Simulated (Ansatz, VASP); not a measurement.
**One calculation of TiAl, two programs**

```
Ti Al
1.0
     3.17906    0.00000    0.00000
     0.00000    3.17906    0.00000
     0.00000    0.00000    3.17906
Ti Al
1 1
Direct
  0.00000 0.00000 0.00000
  0.50000 0.50000 0.50000
```

Alike in both runs: task relaxation of cell and atoms; functional B3LYP; k mesh 4 × 4 × 4; occupations fermi-dirac, width 0.05 eV; no spin polarisation.

|  | VASP | Ansatz |
| --- | --- | --- |
| version | VASP 6.6.1 | Ansatz 0.2.0 |
| potentials or method | VASP PAW PBE potentials, release 64 (Ti_sv, Al) | Ansatz PAW |
| plane-wave cutoff (eV) | 600 | 420 |
| valence electrons in the cell | 15 | 15 |

```tsv
	VASP	Ansatz	Ansatz less VASP
gap on the k mesh at the Fermi level, each at its own relaxed structure (eV)	none	none	-
relaxed volume (Å³/atom)	16.29	16.30	+0.005
relaxed length of the cell vector where the two differ most in proportion (Å)	3.194	3.194	+0.0003
```

VASP's potentials were made for PBE, not for B3LYP. A gap of «none» marks a metal or a gap that the smearing closes.

The k mesh is coarse, so the values compare programs but aren't converged. Noted on Ansatz's run: the plane-wave basis is chosen anew once the cell has moved, so the energies of steps on either side of that aren't comparable.
